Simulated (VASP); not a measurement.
# Sb (P-3m1) in VASP: single point with PBEsol

Aim: the single point of Sb with PBEsol.

All numbers are computed with VASP 6.6.1; they aren't measurements. Logs are shortened: lines on timing, memory, paths and dates and some standing lists are left out, and cuts for length are marked.

**1. The cell of the first run**

It takes space group P-3m1 (No. 164, trigonal). Conventional cell: a = 3.369 Å, b = 3.369 Å, c = 5.330 Å, α = 90.00°, β = 90.00°, γ = 120.00°. Within 4.1 Å of Sb (site symmetry 3m) lie 12 Sb at 3.14 to 3.46 Å.

**2. Single point, PBEsol (atom 1 (Sb) moved by (+0.000, -0.200) A along x and z)**

Contents of INCAR:

```
SYSTEM = Sb
PREC = Accurate
ENCUT = 520
EDIFF = 1E-7
ISMEAR = 0
SIGMA = 0.15
LREAL = .FALSE.
LASPH = .TRUE.
NELM = 100
ALGO = Normal
ISIF = 2
LWAVE = .FALSE.
LCHARG = .FALSE.
GGA = PS
NBANDS = 12
```

Contents of KPOINTS:

```
regular mesh
0
G
  18 18 10
  0 0 0
```

Contents of POSCAR:

```
Sb
1.0
    3.3690001795      0.0000000000      0.0000000000
   -1.6845000898      2.9176397408      0.0000000000
    0.0000000000      0.0000000000      5.3300000000
Sb
2
Direct
    0.3333333333      0.6666666667      0.2124765478
    0.6666666667      0.3333333333      0.7500000000
```

Potentials or basis: VASP PAW PBE potentials, release 64 (Sb).

The run is started by

```
$ cat potpaw_PBE.64/Sb/POTCAR > POTCAR
$ mpirun -np 1 vasp_std > vasp.out
```

OUTCAR:

```text
SYSTEM = Sb
   PREC = Accurate
   ENCUT = 520
   EDIFF = 1E-7
   ISMEAR = 0
   LREAL = .FALSE.
   LASPH = .TRUE.
   NELM = 100
   ISIF = 2
   GGA = PS

 ion  position               nearest neighbor table
   1  0.333  0.667  0.212-   2 3.14   2 3.14   2 3.14   2 3.46   2 3.46   2 3.46
   2  0.667  0.333  0.750-   1 3.14   1 3.14   1 3.14   1 3.46   1 3.46   1 3.46

  LATTYP: Found a hexagonal cell.
 ALAT       =     3.3690001795
 C/A-ratio  =     1.5820717471

  Lattice vectors:

 A1 = (   3.3690001795,   0.0000000000,   0.0000000000)
 A2 = (  -1.6845000898,   2.9176397408,   0.0000000000)
 A3 = (   0.0000000000,   0.0000000000,   5.3300000000)

Analysis of symmetry for initial positions (statically):
=====================================================================
 Subroutine PRICEL returns:
 Original cell was already a primitive cell.

 Routine SETGRP: Setting up the symmetry group for a
 hexagonal supercell.

 Subroutine GETGRP returns: Found 12 space group operations
 (whereof  6 operations were pure point group operations)
 out of a pool of 24 trial point group operations.

The static configuration has the point symmetry C_3v.
 The point group associated with its full space group is D_3d.

Analysis of symmetry for dynamics (positions and initial velocities):
=====================================================================
 Subroutine PRICEL returns:
 Original cell was already a primitive cell.

 Routine SETGRP: Setting up the symmetry group for a
 hexagonal supercell.

 Subroutine GETGRP returns: Found 12 space group operations
 (whereof  6 operations were pure point group operations)
 out of a pool of 24 trial point group operations.

The dynamic configuration has the point symmetry C_3v.
 The point group associated with its full space group is D_3d.

 Subroutine INISYM returns: Found 12 space group operations
 (whereof  6 operations are pure point group operations),
 and found     1 'primitive' translations

----------------------------------------------------------------------------------------

                                     Primitive cell

  volume of cell :      52.3914

  direct lattice vectors                    reciprocal lattice vectors
     3.369000179  0.000000000  0.000000000     0.296823968  0.171371398  0.000000000
    -1.684500090  2.917639741  0.000000000     0.000000000  0.342742795  0.000000000
     0.000000000  0.000000000  5.330000000     0.000000000  0.000000000  0.187617261

  length of vectors
[... 92 lines left out ...]
   PSTRESS=    0.0 pullay stress
   NELECT =      10.0000    total number of electrons
   NUPDOWN=      -1.0000    fix difference up-down
   EMIN   =  10.00;   EMAX   =-10.00  energy-range for DOS
   EFERMI =   0.00;   METHOD = LEGACY
   ISMEAR =     0;   SIGMA  =   0.15  broadening in eV -4-tet -1-fermi 0-gaus
   EFERMI_NEDOS =   21; number of points for ismear=-14 and -15
   IALGO  =     38    algorithm
   IMIX   =      4    mixing-type and parameters
     AMIX     =   0.40;   BMIX     =  1.00
     AMIX_MAG =   1.60;   BMIX_MAG =  1.00
  volume/ion in A,a.u.               =      26.20       176.78
  Fermi-wavevector in a.u.,A,eV,Ry     =   0.942587  1.781231 12.088376  0.888471
  Thomas-Fermi vector in A             =   2.070211
   LORBIT       =      0    0 simple, 1 ext, 2 COOP (PROOUT), +10 PAW based schemes
   GGA     = PS    functional components
   LHFCALC =     F    Hartree Fock is set to
   AEXX    =    0.0000 exact exchange contribution
   IVDW    =     0    specifies the selected vdW correction
   LEPSILON=     F    determine dielectric tensor
   LRPA    =     F    only Hartree local field effects (RPA)
 non-spin polarized calculation
 Gauss-broadening in eV      SIGMA  =   0.15
  energy-cutoff  :      520.00
  volume of cell :       52.39
 maximum number of plane-waves:      1448
 NGX is ok and might be reduce to    28
   NGX = 13   NGY = 13   NGZ = 19

 number of electron      10.0000000 magnetization

 Free energy of the ion-electron system (eV)
  ---------------------------------------------------
  ext. energy  EPLUGINS =         0.00000000
  ---------------------------------------------------
  free energy    TOTEN  =        -8.64981672 eV

  energy without entropy =       -8.63361181  energy(sigma->0) =       -8.64171426

 E-fermi :   8.7401     XC(G=0): -10.4350

 val. band max:        8.7394966122   @ k =  -0.0556   0.5000   0.2000
 cond. band min:       8.7429529717   @ k =   0.2222   0.0556   0.3000
 fundamental gap:      0.0034563595
 Fermi energy:         8.7400560997

 k-point     1 :       0.0000    0.0000    0.0000
  band No.  band energies     occupation
      1      -4.5292      2.00000
      2      -0.1484      2.00000
      3       2.8592      2.00000
      4      11.9877      0.00000
      5      11.9877      0.00000
      6      13.8570      0.00000
      7      13.8570      0.00000
      8      14.8726      0.00000
      9      16.1285      0.00000
     10      17.5085      0.00000
     11      18.6385      0.00000
     12      18.6385      0.00000
[... 331 lines left out ...]
 k-point    24 :       0.3889    0.1111    0.0000
  band No.  band energies     occupation
      1      -1.1580      2.00000
      2       0.8798      2.00000
      3       4.4174      2.00000
      4       6.0392      2.00000
      5       6.5471      2.00000
      6       7.7301      2.00000
      7       9.0960      0.00079
      8      11.3801      0.00000
      9      14.4807      0.00000
     10      14.8048      0.00000
     11      18.9779      0.00000
     12      19.6443      0.00000

 [... further k-points ...]

------------------------ aborting loop because EDIFF is reached ----------------------------------------

  FORCE on cell =-STRESS in cart. coord.  units (eV):
  Direction    XX          YY          ZZ          XY          YZ          ZX
  --------------------------------------------------------------------------------------
  -------------------------------------------------------------------------------------
  Total        0.2450883      0.2450883      0.3878974     -0.0000000      0.0000000     -0.0000000
  in kB        7.4950287      7.4950287     11.8622633     -0.0000000      0.0000000     -0.0000000
  external PRESSURE =       8.9507735 kB  Pullay stress =       0.0000000 kB

 VOLUME and BASIS-vectors are now :
 -----------------------------------------------------------------------------
  energy-cutoff  :      520.00
  volume of cell :       52.39
      direct lattice vectors                 reciprocal lattice vectors
     3.369000179  0.000000000  0.000000000     0.296823968  0.171371398  0.000000000
    -1.684500090  2.917639741  0.000000000     0.000000000  0.342742795  0.000000000
     0.000000000  0.000000000  5.330000000     0.000000000  0.000000000  0.187617261

 POSITION                                       TOTAL-FORCE (eV/Angst)
 -----------------------------------------------------------------------------------
     -0.00000      1.94509      1.13250         0.000000     -0.000000      0.277225
      1.68450      0.97255      3.99750         0.000000      0.000000     -0.277225
 -----------------------------------------------------------------------------------
    total drift:                               -0.000000      0.000000     -0.000000

  FREE ENERGIE OF THE ION-ELECTRON SYSTEM (eV)
  ---------------------------------------------------
  free  energy   TOTEN  =        -8.6498167165 eV

  energy  without entropy=       -8.6336118135  energy(sigma->0) =       -8.64171426
```

Wall time 4.9 min (1 thread of Intel Xeon 8259CL, shared host); peak memory 0.31 GiB.

What came out:

| Property | Result |
| --- | --- |
| Free energy | -8.6498 eV |
| Pressure | 0.9 GPa |
| Largest force | 0.277 eV/Å |
| Band gap on the k mesh | zero (bands 5 and 6 overlap by 6.72 eV) |

Forces on the atoms (eV/Å):
```
Sb   0.000  0.000  0.277
Sb   0.000  0.000 -0.277
```

Stress tensor (GPa, compression positive):
```
0.75 0.00 0.00
0.00 0.75 0.00
0.00 0.00 1.19
```

Caveat: the cell differs from its parent crystal (atom 1 (Sb) moved by (+0.000, -0.200) A along x and z); the PAW data sets were made with another functional, which shifts forces and pressure a little; spin-orbit coupling is left out, which moves the levels of the heavy elements.
